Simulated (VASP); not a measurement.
# BiTe (F-43m) in VASP: a series of runs

BiTe is run at these levels: LDA; tasks: single point, relaxation of cell and atoms.

Everything below comes from runs of VASP 6.6.1. Logs are shortened: lines on timing, memory, paths and dates and some standing lists are left out, and cuts for length are marked.

## (1) The cell of the first run

The structure is cubic, space group F-43m (No. 216). The conventional cell has a = 6.796 Å, b = 6.796 Å, c = 6.796 Å, α = 90.00°, β = 90.00°, γ = 90.00°. Bi (site symmetry -43m) has 4 Te at 2.94 Å within 3.9 Å. Te (site symmetry -43m) has 4 Bi at 2.94 Å within 3.9 Å.

## (2) Single point, LDA

Input file INCAR:

```
SYSTEM = BiTe
  PREC = Accurate
  ENCUT = 500
  EDIFF = 1E-6
  ISMEAR = -1
  SIGMA = 0.05
  LREAL = .False.
  LASPH = .True.
  NELM = 120
  ALGO = Normal
  ISIF = 2
  LWAVE = .False.
  LCHARG = .False.
  GGA = CA
  NBANDS = 18
  GGA_COMPAT = .False.
```

Input file KPOINTS:

```
regular mesh
0
Gamma
  6 6 6
  0 0 0
```

Input file POSCAR:

```
BiTe
1.0
    0.0000000000      3.3979463903      3.3979463903
    3.3979463903      0.0000000000      3.3979463903
    3.3979463903      3.3979463903      0.0000000000
Bi Te
1 1
Direct
    0.0000000000      0.0000000000      0.0000000000
    0.2500000000      0.2500000000      0.2500000000
```

Potentials or basis: VASP PAW LDA potentials, release 64 (Bi_d, Te).

Command:

```console
> cat potpaw_LDA.64/Bi_d/POTCAR potpaw_LDA.64/Te/POTCAR > POTCAR
> mpirun -np 1 vasp_std > vasp.out
```

OUTCAR:

```text
SYSTEM = BiTe
   PREC = Accurate
   ENCUT = 500
   EDIFF = 1E-6
   ISMEAR = -1
   LREAL = .False.
   LASPH = .True.
   NELM = 120
   ISIF = 2
   GGA = CA

 ion  position               nearest neighbor table
   1  0.000  0.000  0.000-   2 2.94   2 2.94   2 2.94   2 2.94
   2  0.250  0.250  0.250-   1 2.94   1 2.94   1 2.94   1 2.94

  LATTYP: Found a face centered cubic cell.
 ALAT       =     6.7958927806

  Lattice vectors:

 A1 = (   0.0000000000,   3.3979463903,   3.3979463903)
 A2 = (   3.3979463903,   0.0000000000,   3.3979463903)
 A3 = (   3.3979463903,   3.3979463903,   0.0000000000)

Analysis of symmetry for initial positions (statically):
=====================================================================
 Subroutine PRICEL returns:
 Original cell was already a primitive cell.

 Routine SETGRP: Setting up the symmetry group for a
 face centered cubic supercell.

 Subroutine GETGRP returns: Found 24 space group operations
 (whereof 24 operations were pure point group operations)
 out of a pool of 48 trial point group operations.

The static configuration has the point symmetry T_d .

Analysis of symmetry for dynamics (positions and initial velocities):
=====================================================================
 Subroutine PRICEL returns:
 Original cell was already a primitive cell.

 Routine SETGRP: Setting up the symmetry group for a
 face centered cubic supercell.

 Subroutine GETGRP returns: Found 24 space group operations
 (whereof 24 operations were pure point group operations)
 out of a pool of 48 trial point group operations.

The dynamic configuration has the point symmetry T_d .

 Subroutine INISYM returns: Found 24 space group operations
 (whereof 24 operations are pure point group operations),
 and found     1 'primitive' translations

----------------------------------------------------------------------------------------

                                     Primitive cell

  volume of cell :      78.4656

  direct lattice vectors                    reciprocal lattice vectors
     0.000000000  3.397946390  3.397946390    -0.147147701  0.147147701  0.147147701
     3.397946390  0.000000000  3.397946390     0.147147701 -0.147147701  0.147147701
     3.397946390  3.397946390  0.000000000     0.147147701  0.147147701 -0.147147701

  length of vectors
     4.805421869  4.805421869  4.805421869     0.254867295  0.254867295  0.254867295

  position of ions in fractional coordinates (direct lattice)
     0.000000000  0.000000000  0.000000000
     0.250000000  0.250000000  0.250000000

  ion indices of the primitive-cell ions
   primitive index   ion index
                 1           1
                 2           2

----------------------------------------------------------------------------------------

 KPOINTS: regular mesh

Automatic generation of k-mesh.
 Grid dimensions read from file:
 generate k-points for:    6    6    6

 Generating k-lattice:

  Cartesian coordinates                     Fractional coordinates (reciprocal lattice)
    -0.024524617  0.024524617  0.024524617     0.166666667  0.000000000  0.000000000
     0.024524617 -0.024524617  0.024524617     0.000000000  0.166666667  0.000000000
     0.024524617  0.024524617 -0.024524617     0.000000000  0.000000000  0.166666667

  Length of vectors
     0.042477882  0.042477882  0.042477882

  Shift w.r.t. Gamma in fractional coordinates (k-lattice)
     0.000000000  0.000000000  0.000000000

 Subroutine IBZKPT returns following result:
 ===========================================

 Found     16 irreducible k-points:

 Following reciprocal coordinates:
            Coordinates               Weight
  0.000000  0.000000  0.000000      1.000000
  0.166667  0.000000  0.000000      8.000000
  0.333333  0.000000  0.000000      8.000000
  0.500000  0.000000  0.000000      4.000000
  0.166667  0.166667  0.000000      6.000000
  0.333333  0.166667  0.000000     24.000000
[... 8 lines left out ...]
 -0.333333  0.333333  0.166667     24.000000
 -0.333333  0.500000  0.166667     12.000000
   k-points           NKPTS =     16   k-points in BZ     NKDIM =     16   number of bands    NBANDS=     18
   number of dos      NEDOS =    301   number of ions     NIONS =      2
   total plane-waves  NPLWV =  46656
   dimension x,y,z NGX =    36 NGY =   36 NGZ =   36
   dimension x,y,z NGXF=    72 NGYF=   72 NGZF=   72
   ions per type =               1   1
   NGX,Y,Z   is equivalent  to a cutoff of  12.45, 12.45, 12.45 a.u.
   NGXF,Y,Z  is equivalent  to a cutoff of  24.91, 24.91, 24.91 a.u.
 SYSTEM =  BiTe
   PREC   = accura    normal or accurate (medium, high low for compatibility)
   ISTART =      0    job   : 0-new  1-cont  2-samecut
   ICHARG =      2    charge: 1-file 2-atom 10-const
   ISPIN  =      1    spin polarized calculation?
   LNONCOLLINEAR =      F non collinear calculations
   LSORBIT =      F    spin-orbit coupling
   LASPH  =      T    aspherical Exc in radial PAW
   ENCUT  =  500.0 eV  36.75 Ry    6.06 a.u.   8.76  8.76  8.76*2*pi/ulx,y,z
   NELM   =    120;   NELMIN=  2; NELMDL= -5     # of ELM steps
   EDIFF  = 0.1E-05   stopping-criterion for ELM
   LREAL  =      F    real-space projection
   EDIFFG = 0.1E-04   stopping-criterion for IOM
   NSW    =      0    number of steps for IOM
   IBRION =     -1    ionic relax: 0-MD 1-quasi-New 2-CG
   NFREE  =      0    steps in history (QN), initial steepest desc. (CG)
   ISIF   =      2    stress and relaxation
   ISYM   =      2    0-nonsym 1-usesym 2-fastsym
   POTIM  = 0.5000    time-step for ionic-motion
   TEBEG  =    0.0;   TEEND  =   0.0 temperature during run
   PSTRESS=    0.0 pullay stress
   NELECT =      21.0000    total number of electrons
   NUPDOWN=      -1.0000    fix difference up-down
   EMIN   =  10.00;   EMAX   =-10.00  energy-range for DOS
   EFERMI =   0.00;   METHOD = LEGACY
   ISMEAR =    -1;   SIGMA  =   0.05  broadening in eV -4-tet -1-fermi 0-gaus
   EFERMI_NEDOS =   21; number of points for ismear=-14 and -15
   IALGO  =     38    algorithm
   IMIX   =      4    mixing-type and parameters
     AMIX     =   0.40;   BMIX     =  1.00
     AMIX_MAG =   1.60;   BMIX_MAG =  1.00
  volume/ion in A,a.u.               =      39.23       264.76
  Fermi-wavevector in a.u.,A,eV,Ry     =   1.055006  1.993671 15.143784  1.113037
  Thomas-Fermi vector in A             =   2.190187
   LORBIT       =      0    0 simple, 1 ext, 2 COOP (PROOUT), +10 PAW based schemes
   GGA     = CA    functional components
   LHFCALC =     F    Hartree Fock is set to
   AEXX    =    0.0000 exact exchange contribution
   IVDW    =     0    specifies the selected vdW correction
   LEPSILON=     F    determine dielectric tensor
   LRPA    =     F    only Hartree local field effects (RPA)
 non-spin polarized calculation
  energy-cutoff  :      500.00
  volume of cell :       78.47
 maximum number of plane-waves:      2012
   NGX = 17   NGY = 17   NGZ = 17

 number of electron      20.9999999 magnetization

 Free energy of the ion-electron system (eV)
  ---------------------------------------------------
  ext. energy  EPLUGINS =         0.00000000
  ---------------------------------------------------
  free energy    TOTEN  =        -7.68383059 eV

  energy without entropy =       -7.67648918  energy(sigma->0) =       -7.68015989

 E-fermi :   5.4211     XC(G=0):  -8.8218

 val. band max:        5.1530277397   @ k =   0.5000   0.3333   0.1667
 cond. band min:       5.4664350822   @ k =   0.1667   0.0000   0.0000
 fundamental gap:      0.3134073425
 Fermi energy:         5.4210707920

 k-point     1 :       0.0000    0.0000    0.0000
  band No.  band energies     occupation
      1     -18.0993      2.00000
      2     -18.0993      2.00000
      3     -18.0993      2.00000
      4     -18.0662      2.00000
      5     -18.0662      2.00000
      6      -8.8195      2.00000
[... 10 lines left out ...]
     17      12.3319      0.00000
     18      12.3319      0.00000

 k-point     2 :       0.1667    0.0000    0.0000
  band No.  band energies     occupation
      1     -18.1005      2.00000
      2     -18.0982      2.00000
      3     -18.0982      2.00000
      4     -18.0661      2.00000
      5     -18.0661      2.00000
      6      -8.6211      2.00000
[... 10 lines left out ...]
     17      11.7656      0.00000
     18      13.8284      0.00000

 k-point     3 :       0.3333    0.0000    0.0000
  band No.  band energies     occupation
      1     -18.1029      2.00000
      2     -18.0960      2.00000
      3     -18.0960      2.00000
      4     -18.0659      2.00000
      5     -18.0659      2.00000
      6      -8.1034      2.00000
[... 10 lines left out ...]
     17      12.2496      0.00000
     18      15.0946      0.00000

 k-point     4 :       0.5000    0.0000    0.0000
  band No.  band energies     occupation
      1     -18.1041      2.00000
      2     -18.0950      2.00000
      3     -18.0950      2.00000
      4     -18.0658      2.00000
      5     -18.0658      2.00000
      6      -7.7153      2.00000
[... 207 lines left out ...]
      4     -18.0673      2.00000
      5     -18.0650      2.00000
      6      -7.6049      2.00000
[... 10 lines left out ...]
     17      13.1887      0.00000
     18      14.1797      0.00000

 k-point    15 :      -0.3333    0.3333    0.1667
  band No.  band energies     occupation
      1     -18.1066      2.00000
      2     -18.0939      2.00000
      3     -18.0915      2.00000
      4     -18.0671      2.00000
      5     -18.0652      2.00000
      6      -7.1639      2.00000
[... 10 lines left out ...]
     17      13.0674      0.00000
     18      14.8745      0.00000

 k-point    16 :      -0.3333    0.5000    0.1667
  band No.  band energies     occupation
      1     -18.1085      2.00000
      2     -18.0926      2.00000
      3     -18.0902      2.00000
      4     -18.0680      2.00000
      5     -18.0646      2.00000
      6      -6.6847      2.00000
[... 10 lines left out ...]
     17      13.0467      0.00000
     18      15.3340      0.00000

------------------------ aborting loop because EDIFF is reached ----------------------------------------

  FORCE on cell =-STRESS in cart. coord.  units (eV):
  Direction    XX          YY          ZZ          XY          YZ          ZX
  --------------------------------------------------------------------------------------
  -------------------------------------------------------------------------------------
  Total        2.4851108      2.4851108      2.4851108     -0.0000000      0.0000000      0.0000000
  in kB       50.7430746     50.7430746     50.7430746     -0.0000000      0.0000000      0.0000000
  external PRESSURE =      50.7430746 kB  Pullay stress =       0.0000000 kB

 VOLUME and BASIS-vectors are now :
 -----------------------------------------------------------------------------
  energy-cutoff  :      500.00
  volume of cell :       78.47
      direct lattice vectors                 reciprocal lattice vectors
     0.000000000  3.397946390  3.397946390    -0.147147701  0.147147701  0.147147701
     3.397946390  0.000000000  3.397946390     0.147147701 -0.147147701  0.147147701
     3.397946390  3.397946390  0.000000000     0.147147701  0.147147701 -0.147147701

 POSITION                                       TOTAL-FORCE (eV/Angst)
 -----------------------------------------------------------------------------------
      0.00000      0.00000      0.00000        -0.000000     -0.000000     -0.000000
      1.69897      1.69897      1.69897         0.000000      0.000000      0.000000
 -----------------------------------------------------------------------------------
    total drift:                               -0.000000     -0.000000     -0.000000

  FREE ENERGIE OF THE ION-ELECTRON SYSTEM (eV)
  ---------------------------------------------------
  free  energy   TOTEN  =        -7.6838305921 eV

  energy  without entropy=       -7.6764891832  energy(sigma->0) =       -7.68015989
```

Run time: 7.7 s. Hardware: 1 thread of Intel Xeon 6975P-C (Granite Rapids), shared host; peak memory 0.17 GiB.

Results:

| Property | Result |
| --- | --- |
| Free energy | -7.6838 eV |
| Pressure | 5.1 GPa |
| Band gap on the k mesh | zero (an odd number of electrons rules out a gap without spin polarisation) |

Caveat: the cell stands under pressure; spin-orbit coupling is left out, which moves the levels of the heavy elements.

## (3) Single point, LDA

This run uses another cell than the first one, of 43.79 Å³/atom.

Input file INCAR:

```
  PREC = Accurate
  ENCUT = 500
  EDIFF = 1E-6
  ISMEAR = -1
  SIGMA = 0.05
  LREAL = False
  LASPH = True
  NELM = 120
  ALGO = Normal
  ISIF = 2
  LWAVE = False
  LCHARG = False
  NBANDS = 18
  GGA_COMPAT = False
```

Input file KPOINTS:

```
regular mesh
0
Gamma
  6 6 6
```

Input file POSCAR:

```
BiTe
1.0
    0.0000000000      3.5246285768      3.5246285768
    3.5246285768      0.0000000000      3.5246285768
    3.5246285768      3.5246285768      0.0000000000
Bi Te
1 1
Direct
    0.0000000000      0.0000000000      0.0000000000
    0.2500000000      0.2500000000      0.2500000000
```

Potentials or basis: VASP PAW LDA potentials, release 64 (Bi_d, Te).

Command:

```console
> cat potpaw_LDA.64/Bi_d/POTCAR potpaw_LDA.64/Te/POTCAR > POTCAR
> mpirun -np 1 vasp_std > vasp.out
```

It took 7.5 s on 1 thread of Intel Xeon 6975P-C (Granite Rapids), shared host; peak memory 0.18 GiB.

The run converged. Its results:

| Quantity | Value |
| --- | --- |
| Free energy | -7.8195 eV |
| Pressure | 0.1 GPa |
| Band gap on the k mesh | zero (an odd number of electrons rules out a gap without spin polarisation) |

Levels at points of the mesh, in eV from the Fermi level:
```tsv
k point	band 6	band 7	band 8	band 9	band 10	band 11	band 12	band 13	band 14	band 15
(0.00, 0.00, 0.00)	-13.57	-8.55	-2.92	-2.92	-2.92	-0.26	-0.26	-0.26	2.82	5.97
(0.50, 0.00, 0.00)	-12.64	-10.45	-3.59	-3.59	-3.59	0.72	0.72	2.42	4.64	5.54
(0.50, 0.50, 0.00)	-11.76	-11.50	-4.35	-4.35	-1.97	-1.17	2.94	2.94	4.65	5.62
```

Caveat: spin-orbit coupling is left out, which moves the levels of the heavy elements.

## (4) Relaxation of cell and atoms, LDA

This run uses another cell than the first one, of 41.24 Å³/atom.

Input file INCAR:

```
SYSTEM = BiTe
PREC = Accurate
ENCUT = 500
EDIFF = 1E-7
ISMEAR = -1
SIGMA = 0.05
LREAL = .False.
LASPH = .True.
NELM = 120
ALGO = Normal
ISIF = 3
LWAVE = .False.
LCHARG = .False.
IBRION = 2
NSW = 80
EDIFFG = -0.01
GGA_COMPAT = .False.
NELMIN = 4
```

Input file KPOINTS:

```
regular mesh
0
Gamma
  6 6 6
  0 0 0
```

Input file POSCAR:

```
BiTe
1.0
    0.0000000000      3.4550000000      3.4550000000
    3.4550000000      0.0000000000      3.4550000000
    3.4550000000      3.4550000000      0.0000000000
Bi Te
1 1
Direct
    0.0000000000      0.0000000000      0.0000000000
    0.2500000000      0.2500000000      0.2500000000
```

Command:

```console
> cat potpaw_LDA.64/Bi_d/POTCAR potpaw_LDA.64/Te/POTCAR > POTCAR
> mpirun -np 1 vasp_std > vasp.out
```

Wall time 17 s (1 thread of Intel Xeon 6975P-C (Granite Rapids), shared host); peak memory 0.18 GiB.

Results (log left out):

| Quantity | Value |
| --- | --- |
| Free energy | -7.8189 eV |
| Relaxed volume | 43.90 Å³/atom |
| Relaxed cell | a = 4.989 Å, b = 4.989 Å, c = 4.989 Å, α = 60.00°, β = 60.00°, γ = 60.00° |
| Space group after relaxing (to 0.1 Å) | F-43m (No. 216) |
| Energy gained by relaxing | 19.9 meV/atom |
| Ionic steps | 3 |
| Pressure after relaxing | 0.0 GPa |
| Band gap on the k mesh | zero (an odd number of electrons rules out a gap without spin polarisation) |

Step by step:
```tsv
step	energy change (eV)	largest force (eV/Å)	pressure (GPa)	volume (Å³)
1	0.0000	0.0000	2.54	82.48
2	-0.0309	0.0000	-1.01	90.55
3	-0.0399	0.0000	0.00	87.80
```

Final structure:
```
CELL_PARAMETERS angstrom
0.00000 3.52769 3.52769
3.52769 0.00000 3.52769
3.52769 3.52769 0.00000
ATOMIC_POSITIONS crystal
Bi 0.00000 0.00000 0.00000
Te 0.25000 0.25000 0.25000
```

Levels at points of the mesh, in eV from the Fermi level:
```tsv
k point	band 8	band 9	band 10	band 11	band 12	band 13
(0.00, 0.00, 0.00)	-2.91	-2.91	-2.91	-0.26	-0.26	-0.26
(0.50, 0.00, 0.00)	-3.58	-3.58	-3.58	0.72	0.72	2.41
(0.50, 0.50, 0.00)	-4.34	-4.34	-1.97	-1.17	2.93	2.93
```

Caveat: spin-orbit coupling is left out, which moves the levels of the heavy elements.

(Part 1 of 2 ends here.)

The gap in the log of VASP goes by the Fermi energy; the results here count the filled bands.